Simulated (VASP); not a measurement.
Here is a VASP 6.6.1 calculation.

The input POSCAR:

```
CdSe
1.0
    0.0000000000      3.0667802483      3.0667802483
    3.0667802483      0.0000000000      3.0667802483
    3.0667802483      3.0667802483      0.0000000000
Cd Se
1 1
Direct
   -0.0016303744     -0.0016303744     -0.0016303744
    0.7500000000      0.7500000000      0.7500000000
```

The input INCAR.step1:

```
SYSTEM = CdSe
PREC = Accurate ; ENCUT = 550
ISMEAR = 0 ; SIGMA = 0.01
LREAL = .FALSE. ; LASPH = .TRUE.
NELM = 120 ; NBANDS = 16
GGA = PE ; ALGO = Normal
EDIFF = 1E-5 ; LWAVE = .TRUE.
LCHARG = .FALSE. ; GGA_COMPAT = .FALSE.
```

The input INCAR.step2:

```
SYSTEM = CdSe
PREC = Accurate ; ENCUT = 550
EDIFF = 1E-6 ; ISMEAR = 0
SIGMA = 0.01 ; LREAL = .FALSE.
LASPH = .TRUE. ; NELM = 120
ALGO = Normal ; ISIF = 2
LWAVE = .FALSE. ; LCHARG = .FALSE.
METAGGA = R2SCAN ; LMIXTAU = .TRUE.
NBANDS = 16 ; ISTART = 1
GGA_COMPAT = .FALSE.
```

File KPOINTS:

```
Automatic mesh
0
G
  6 6 6
  0 0 0
```

Potentials or basis: VASP PAW PBE potentials, release 64 (Cd, Se).

Run with:

```console
$ cat potpaw_PBE.64/Cd/POTCAR potpaw_PBE.64/Se/POTCAR > POTCAR
$ cp INCAR.step1 INCAR
$ mpirun -np 1 vasp_std > vasp.out
$ cp INCAR.step2 INCAR
$ mpirun -np 1 vasp_std > vasp.out
```

Task: Predict the band gap on the k mesh.

Result: 1.02 eV, direct.

Task: What does it give for the pressure?

Result: 0.2 GPa.

Task: Estimate the largest force.

Result: 0.083 eV/Å.

Stress tensor (GPa, compression positive):
```
0.23 0.17 0.17
0.17 0.23 0.17
0.17 0.17 0.23
```

Caveat: the cell differs from its parent crystal (atom 1 moved by [-0.01, -0.01, -0.01] A); the PAW data sets were made with another functional, which shifts forces and pressure a little.
